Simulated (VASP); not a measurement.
Here is a VASP 6.6.1 calculation.

The input INCAR:

```
SYSTEM = Ge
  PREC = Accurate
  ENCUT = 520
  EDIFF = 1E-6
  ISMEAR = 0
  SIGMA = 0.02
  LREAL = .False.
  LASPH = .True.
  NELM = 100
  ALGO = Normal
  ISIF = 2
  LWAVE = .False.
  LCHARG = .False.
  GGA = PE
  NBANDS = 96
```

File KPOINTS:

```
Automatic mesh
0
Gamma
  6 6 6
  0 0 0
```

Contents of POSCAR:

```
Ge
1.0
    7.9004960421      0.0000000000      0.0000000000
   -3.9502480210      6.8420302749      0.0000000000
    0.0000000000      0.0000000000      5.5182673728
Ge
12
Direct
    0.2902118763      0.0000000000      0.0000000000
    0.0000000000      0.2902118763      0.6666666667
    0.7097881237      0.7097881237      0.3333333333
    0.7097881237      0.0000000000      0.5000000000
    0.0000000000      0.7097881237      0.1666666667
    0.2902118763      0.2902118763      0.8333333333
    0.4080954053      0.8161908107      0.7500000000
    0.1838091893      0.5919045947      0.4166666667
    0.4080954053      0.5919045947      0.0833333333
    0.5919045947      0.1838091893      0.2500000000
    0.8161908107      0.4080954053      0.9166666667
    0.5919045947      0.4080954053      0.5833333333
```

Potentials or basis: VASP PAW PBE potentials, release 64 (Ge_d).

Run with:

```bash
$ cat potpaw_PBE.64/Ge_d/POTCAR > POTCAR
$ mpirun -np 1 vasp_std > vasp.out
```

Problem. What does it give for the pressure?

Solution. -0.1 GPa.

Problem. Predict the band gap on the k mesh.

Solution. 0.39 eV, direct.

Forces on the atoms (eV/Å):
```
Ge   0.001  0.000  0.000
Ge   0.000  0.001  0.000
Ge   0.000 -0.001  0.000
Ge  -0.001  0.000  0.000
Ge   0.000 -0.001  0.000
Ge   0.000  0.001  0.000
Ge   0.000  0.002  0.000
Ge  -0.002 -0.001  0.000
Ge   0.002 -0.001  0.000
Ge   0.000 -0.002  0.000
Ge   0.002  0.001  0.000
Ge  -0.002  0.001  0.000
```

A k mesh can miss the band edges.
